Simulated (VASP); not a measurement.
# SnTe (Fm-3m) in VASP: relaxation of cell and atoms with PBE

Aim: the relaxation of cell and atoms of SnTe with PBE.

All numbers are computed with VASP 6.6.1; they aren't measurements. Logs are shortened: lines on timing, memory, paths and dates and some standing lists are left out, and cuts for length are marked.

## 1. The cell of the first run

Symmetry: Fm-3m, No. 225, cubic system. The conventional cell has a = 6.290 Å, b = 6.290 Å, c = 6.290 Å, α = 90.00°, β = 90.00°, γ = 90.00°. Sn (site symmetry m-3m) has 6 Te at 3.15 Å within 4.1 Å. Within 4.1 Å of Te (site symmetry m-3m) lie 6 Sn at 3.15 Å.

## 2. Relaxation of cell and atoms, PBE

File INCAR:

```
PREC = Accurate
ENCUT = 500
EDIFF = 1E-7
ISMEAR = 0
SIGMA = 0.01
LREAL = F
LASPH = T
NELM = 120
ALGO = Normal
ISIF = 3
LWAVE = F
LCHARG = F
GGA = PE
IBRION = 2
NSW = 80
EDIFFG = -0.002
GGA_COMPAT = F
NELMIN = 4
```

File KPOINTS:

```
Automatic mesh
0
Gamma
  20 20 20
```

File POSCAR:

```
SnTe
1.0
    0.0000000000      3.1450000000      3.1450000000
    3.1450000000      0.0000000000      3.1450000000
    3.1450000000      3.1450000000      0.0000000000
Sn Te
1 1
Direct
    0.0000000000      0.0000000000      0.0000000000
    0.5000000000      0.5000000000      0.5000000000
```

Potentials or basis: VASP PAW PBE potentials, release 64 (Sn_d, Te).

Started as:

```bash
cat potpaw_PBE.64/Sn_d/POTCAR potpaw_PBE.64/Te/POTCAR > POTCAR
mpirun -np 1 vasp_std > vasp.out
```

OUTCAR:

```text
PREC = Accurate
   ENCUT = 500
   EDIFF = 1E-7
   ISMEAR = 0
   LREAL = F
   LASPH = T
   NELM = 120
   ISIF = 3
   GGA = PE
   IBRION = 2
   NSW = 80
   EDIFFG = -0.002
   NELMIN = 4

 ion  position               nearest neighbor table
   1  0.000  0.000  0.000-   2 3.15   2 3.15   2 3.15   2 3.15   2 3.15   2 3.15
   2  0.500  0.500  0.500-   1 3.15   1 3.15   1 3.15   1 3.15   1 3.15   1 3.15

  LATTYP: Found a face centered cubic cell.
 ALAT       =     6.2900000000

  Lattice vectors:

 A1 = (   0.0000000000,   3.1450000000,   3.1450000000)
 A2 = (   3.1450000000,   0.0000000000,   3.1450000000)
 A3 = (   3.1450000000,   3.1450000000,   0.0000000000)

Analysis of symmetry for initial positions (statically):
=====================================================================
 Subroutine PRICEL returns:
 Original cell was already a primitive cell.

 Routine SETGRP: Setting up the symmetry group for a
 face centered cubic supercell.

 Subroutine GETGRP returns: Found 48 space group operations
 (whereof 48 operations were pure point group operations)
 out of a pool of 48 trial point group operations.

The static configuration has the point symmetry O_h .

Analysis of symmetry for dynamics (positions and initial velocities):
=====================================================================
 Subroutine PRICEL returns:
 Original cell was already a primitive cell.

 Routine SETGRP: Setting up the symmetry group for a
 face centered cubic supercell.

 Subroutine GETGRP returns: Found 48 space group operations
 (whereof 48 operations were pure point group operations)
 out of a pool of 48 trial point group operations.

The dynamic configuration has the point symmetry O_h .

 Subroutine INISYM returns: Found 48 space group operations
 (whereof 48 operations are pure point group operations),
 and found     1 'primitive' translations

----------------------------------------------------------------------------------------

                                     Primitive cell

  volume of cell :      62.2145

  direct lattice vectors                    reciprocal lattice vectors
     0.000000000  3.145000000  3.145000000    -0.158982512  0.158982512  0.158982512
     3.145000000  0.000000000  3.145000000     0.158982512 -0.158982512  0.158982512
     3.145000000  3.145000000  0.000000000     0.158982512  0.158982512 -0.158982512

  length of vectors
     4.447701654  4.447701654  4.447701654     0.275365788  0.275365788  0.275365788

  position of ions in fractional coordinates (direct lattice)
     0.000000000  0.000000000  0.000000000
     0.500000000  0.500000000  0.500000000

  ion indices of the primitive-cell ions
   primitive index   ion index
                 1           1
                 2           2

----------------------------------------------------------------------------------------

 KPOINTS: Automatic mesh

Automatic generation of k-mesh.
 Grid dimensions read from file:
 generate k-points for:   20   20   20

 Generating k-lattice:

  Cartesian coordinates                     Fractional coordinates (reciprocal lattice)
    -0.007949126  0.007949126  0.007949126     0.050000000  0.000000000  0.000000000
     0.007949126 -0.007949126  0.007949126     0.000000000  0.050000000  0.000000000
     0.007949126  0.007949126 -0.007949126     0.000000000  0.000000000  0.050000000

  Length of vectors
     0.013768289  0.013768289  0.013768289

  Shift w.r.t. Gamma in fractional coordinates (k-lattice)
     0.000000000  0.000000000  0.000000000

 Subroutine IBZKPT returns following result:
 ===========================================

 Found    256 irreducible k-points:

 Following reciprocal coordinates:
            Coordinates               Weight
  0.000000  0.000000  0.000000      1.000000
  0.050000  0.000000  0.000000      8.000000
  0.100000  0.000000  0.000000      8.000000
  0.150000  0.000000  0.000000      8.000000
  0.200000  0.000000  0.000000      8.000000
  0.250000  0.000000  0.000000      8.000000
[... 16 lines left out ...]
 -0.400000  0.050000  0.000000     24.000000
 -0.350000  0.050000  0.000000     24.000000
 [... further k-points ...]
   k-points           NKPTS =    256   k-points in BZ     NKDIM =    256   number of bands    NBANDS=     14
   number of dos      NEDOS =    301   number of ions     NIONS =      2
   total plane-waves  NPLWV =  32768
   dimension x,y,z NGX =    32 NGY =   32 NGZ =   32
   dimension x,y,z NGXF=    64 NGYF=   64 NGZF=   64
   ions per type =               1   1
   NGX,Y,Z   is equivalent  to a cutoff of  11.96, 11.96, 11.96 a.u.
   NGXF,Y,Z  is equivalent  to a cutoff of  23.92, 23.92, 23.92 a.u.
 SYSTEM =  unknown system
   PREC   = accura    normal or accurate (medium, high low for compatibility)
   ISTART =      0    job   : 0-new  1-cont  2-samecut
   ICHARG =      2    charge: 1-file 2-atom 10-const
   ISPIN  =      1    spin polarized calculation?
   LNONCOLLINEAR =      F non collinear calculations
   LSORBIT =      F    spin-orbit coupling
   LASPH  =      T    aspherical Exc in radial PAW
   ENCUT  =  500.0 eV  36.75 Ry    6.06 a.u.   8.11  8.11  8.11*2*pi/ulx,y,z
   NELM   =    120;   NELMIN=  4; NELMDL= -5     # of ELM steps
   EDIFF  = 0.1E-06   stopping-criterion for ELM
   LREAL  =      F    real-space projection
   EDIFFG = -.2E-02   stopping-criterion for IOM
   NSW    =     80    number of steps for IOM
   IBRION =      2    ionic relax: 0-MD 1-quasi-New 2-CG
   NFREE  =      1    steps in history (QN), initial steepest desc. (CG)
   ISIF   =      3    stress and relaxation
   ISYM   =      2    0-nonsym 1-usesym 2-fastsym
   POTIM  = 0.5000    time-step for ionic-motion
   TEBEG  =    0.0;   TEEND  =   0.0 temperature during run
   PSTRESS=    0.0 pullay stress
   NELECT =      20.0000    total number of electrons
   NUPDOWN=      -1.0000    fix difference up-down
   EMIN   =  10.00;   EMAX   =-10.00  energy-range for DOS
   EFERMI =   0.00;   METHOD = LEGACY
   ISMEAR =     0;   SIGMA  =   0.01  broadening in eV -4-tet -1-fermi 0-gaus
   EFERMI_NEDOS =   21; number of points for ismear=-14 and -15
   IALGO  =     38    algorithm
   IMIX   =      4    mixing-type and parameters
     AMIX     =   0.40;   BMIX     =  1.00
     AMIX_MAG =   1.60;   BMIX_MAG =  1.00
  volume/ion in A,a.u.               =      31.11       209.92
  Fermi-wavevector in a.u.,A,eV,Ry     =   1.121470  2.119270 17.111967  1.257694
  Thomas-Fermi vector in A             =   2.258123
   LORBIT       =      0    0 simple, 1 ext, 2 COOP (PROOUT), +10 PAW based schemes
   GGA     = PE    functional components
   LHFCALC =     F    Hartree Fock is set to
   AEXX    =    0.0000 exact exchange contribution
   IVDW    =     0    specifies the selected vdW correction
   LEPSILON=     F    determine dielectric tensor
   LRPA    =     F    only Hartree local field effects (RPA)
 conjugate gradient relaxation of ions
 non-spin polarized calculation
 Gauss-broadening in eV      SIGMA  =   0.01
  energy-cutoff  :      500.00
  volume of cell :       62.21
 maximum number of plane-waves:      1604
   NGX = 17   NGY = 17   NGZ = 17

--------------------------------------- Ionic step        1  -------------------------------------------

 number of electron      20.0000012 magnetization

 Free energy of the ion-electron system (eV)
  ---------------------------------------------------
  ext. energy  EPLUGINS =         0.00000000
  ---------------------------------------------------
  free energy    TOTEN  =        -7.53779651 eV

  energy without entropy =       -7.53779651  energy(sigma->0) =       -7.53779651

------------------------ aborting loop because EDIFF is reached ----------------------------------------

  FORCE on cell =-STRESS in cart. coord.  units (eV):
  Direction    XX          YY          ZZ          XY          YZ          ZX
  --------------------------------------------------------------------------------------
  -------------------------------------------------------------------------------------
  Total        0.9988166      0.9988166      0.9988166      0.0000000      0.0000000      0.0000000
  in kB       25.7219806     25.7219806     25.7219806      0.0000000      0.0000000      0.0000000
  external PRESSURE =      25.7219806 kB  Pullay stress =       0.0000000 kB
[... 57 lines left out ...]
  energy  without entropy=       -7.5631818402  energy(sigma->0) =       -7.56318184

--------------------------------------- Ionic step        3  -------------------------------------------

 number of electron      19.9999989 magnetization

 Free energy of the ion-electron system (eV)
  ---------------------------------------------------
  ext. energy  EPLUGINS =         0.00000000
  ---------------------------------------------------
  free energy    TOTEN  =        -7.56509297 eV

  energy without entropy =       -7.56509296  energy(sigma->0) =       -7.56509297

 E-fermi :   6.3616     XC(G=0):  -9.2683

 val. band max:        6.3367685602   @ k =   0.5000   0.0000   0.0000
 cond. band min:       6.3864085658   @ k =   0.5000   0.0000   0.0000
 fundamental gap:      0.0496400056
 Fermi energy:         6.3615889809

 k-point     1 :       0.0000    0.0000    0.0000
  band No.  band energies     occupation
      1     -15.5454      2.00000
      2     -15.5454      2.00000
      3     -15.5424      2.00000
      4     -15.5424      2.00000
      5     -15.5424      2.00000
      6      -6.0980      2.00000
      7       1.4727      2.00000
      8       4.3335      2.00000
      9       4.3335      2.00000
     10       4.3335      2.00000
     11       9.5831      0.00000
     12       9.5831      0.00000
     13       9.5831      0.00000
     14      11.1830      0.00000
[... 375 lines left out ...]
 k-point    24 :      -0.3500    0.0500    0.0000
  band No.  band energies     occupation
      1     -15.5489      2.00000
      2     -15.5486      2.00000
      3     -15.5412      2.00000
      4     -15.5379      2.00000
      5     -15.5375      2.00000
      6      -5.2043      2.00000
      7      -1.2095      2.00000
      8       4.1872      2.00000
      9       4.7039      2.00000
     10       5.9198      2.00000
     11       6.7571      0.00000
     12       6.9639      0.00000
     13       7.8871      0.00000
     14      12.4212      0.00000

 [... further k-points ...]

------------------------ aborting loop because EDIFF is reached ----------------------------------------

  FORCE on cell =-STRESS in cart. coord.  units (eV):
  Direction    XX          YY          ZZ          XY          YZ          ZX
  --------------------------------------------------------------------------------------
  -------------------------------------------------------------------------------------
  Total        0.0019238      0.0019238      0.0019238     -0.0000000     -0.0000000      0.0000000
  in kB        0.0468471      0.0468471      0.0468471     -0.0000000     -0.0000000      0.0000000
  external PRESSURE =       0.0468471 kB  Pullay stress =       0.0000000 kB
[... 17 lines left out ...]
  FREE ENERGIE OF THE ION-ELECTRON SYSTEM (eV)
  ---------------------------------------------------
  free  energy   TOTEN  =        -7.5650929743 eV

  energy  without entropy=       -7.5650929624  energy(sigma->0) =       -7.56509297

 reached required accuracy - stopping structural energy minimisation
```

It took 6.7 min on 1 thread of Intel Xeon 8259CL, shared host; peak memory 0.37 GiB.

What came out:

```
Free energy                           : -7.5651 eV
Relaxed volume                        : 32.90 Å³/atom
Relaxed cell                          : a = 4.531 Å, b = 4.531 Å, c = 4.531 Å, α = 60.00°, β = 60.00°, γ = 60.00°
Space group after relaxing (to 0.1 Å) : Fm-3m (No. 225)
Energy gained by relaxing             : 13.6 meV/atom
Ionic steps                           : 3
Pressure after relaxing               : 0.0 GPa
Band gap on the k mesh                : 0.05 eV
```

The path:
```
step  energy change (eV)  largest force (eV/Å)  pressure (GPa)  volume (Å³)
   1              0.0000                0.0000            2.57        62.21
   2             -0.0254                0.0000           -0.59        66.82
   3             -0.0273                0.0000            0.00        65.80
```

Final structure:
```yaml
crystal:
  lattice:
    - [0.00000, 3.20421, 3.20421]
    - [3.20421, 0.00000, 3.20421]
    - [3.20421, 3.20421, 0.00000]
  atoms:
    - { symbol: Sn, position: [0.00000, 0.00000, 0.00000] }
    - { symbol: Te, position: [0.50000, 0.50000, 0.50000] }
```

Levels at points of the mesh, in eV from the valence-band top:
```csv
k point,band 7,band 8,band 9,band 10,band 11,band 12,band 13,band 14
"(0.00, 0.00, 0.00)",-4.86,-2.00,-2.00,-2.00,3.25,3.25,3.25,4.85
"(0.50, 0.00, 0.00)",-8.07,-1.68,-1.68,0.00,0.05,0.45,0.45,7.67
"(0.50, 0.50, 0.00)",-6.43,-5.22,-3.50,-3.50,2.38,4.69,4.69,6.02
```

Caveat: spin-orbit coupling is left out, which moves the levels of the heavy elements.
